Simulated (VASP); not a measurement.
A run of VASP 6.6.1 is set up as follows.

Contents of INCAR:

```
SYSTEM = ZrSi7
ALGO = Normal
EDIFF = 1E-6
ENCUT = 520
GGA = PE
ISIF = 2
ISMEAR = 0
LASPH = .TRUE.
LCHARG = .FALSE.
LREAL = .FALSE.
LWAVE = .FALSE.
NBANDS = 30
NELM = 80
PREC = Accurate
SIGMA = 0.1
```

KPOINTS

```
k-points
0
G
  8 8 8
  0 0 0
```

File POSCAR:

```
ZrSi7
1.0
    0.0000000000      3.9433898380      3.9433898380
    3.9433898380      0.0000000000      3.9433898380
    3.9433898380      3.9433898380      0.0000000000
Zr Si
1 7
Direct
    0.0000000000      0.0000000000      0.0000000000
    0.0000000000      0.5000000000      0.5000000000
    0.5000000000      0.0000000000      0.5000000000
    0.5000000000      0.5000000000      0.5000000000
    0.0000000000      0.0000000000      0.5000000000
    0.5000000000      0.0000000000      0.0000000000
    0.0000000000      0.5000000000      0.0000000000
    0.5000000000      0.5000000000      0.0000000000
```

Potentials or basis: VASP PAW PBE potentials, release 64 (Zr_sv, Si).

Launch:

```console
$ cat potpaw_PBE.64/Zr_sv/POTCAR potpaw_PBE.64/Si/POTCAR > POTCAR
$ mpirun -np 1 vasp_std > vasp.out
```

**Question.** What does it give for the band gap on the k mesh?

**Answer.** Zero (band 20 reaches 11.55 eV, above the bottom of band 21 at 9.29 eV).

**Question.** Estimate the pressure.

**Answer.** 0.0 GPa.
